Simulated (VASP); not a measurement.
A run of VASP 6.6.1 is set up as follows.

The input INCAR:

```
SYSTEM = SiW
ALGO = Normal
EDIFF = 1E-6
ENCUT = 520
GGA = CA
ISIF = 2
ISMEAR = 1
LASPH = .TRUE.
LCHARG = .FALSE.
LDAU = .TRUE.
LDAUJ = 0 0
LDAUL = 2 -1
LDAUPRINT = 1
LDAUTYPE = 2
LDAUU = 5 0
LMAXMIX = 4
LREAL = .FALSE.
LWAVE = .FALSE.
NBANDS = 16
NELM = 150
PREC = Accurate
SIGMA = 0.01
```

Contents of KPOINTS:

```
k-points
0
G
  13 13 13
  0 0 0
```

The input POSCAR:

```
SiW
1.0
    2.6100344007      0.0000000000      0.0000000000
    0.0000000000      2.6100344007      0.0000000000
    0.0000000000      0.0000000000      2.6100344007
W Si
1 1
Direct
    0.0000000000      0.0000000000      0.0000000000
    0.5000000000      0.5000000000      0.5000000000
```

Potentials or basis: VASP PAW LDA potentials, release 64 (W_sv, Si).

Run with:

```bash
$ cat potpaw_LDA.64/W_sv/POTCAR potpaw_LDA.64/Si/POTCAR > POTCAR
$ mpirun -np 1 vasp_std > vasp.out
```

Estimate the pressure.

275.6 GPa.

What does it give for the band gap on the k mesh?

Zero (bands 9 and 10 overlap by 6.69 eV).

Eigenvalues of the final occupation matrices:
```
    site  spin  trace               eigenvalues
site 1 d     1   2.37  0.46 0.46 0.49 0.49 0.49
site 1 d     2   2.37  0.46 0.46 0.49 0.49 0.49
```

Caveat: the cell stands under pressure; spin-orbit coupling is left out, which moves the levels of the heavy elements; U without spin polarisation on a metal has little footing; the U is typed as a test and isn't derived for this compound.
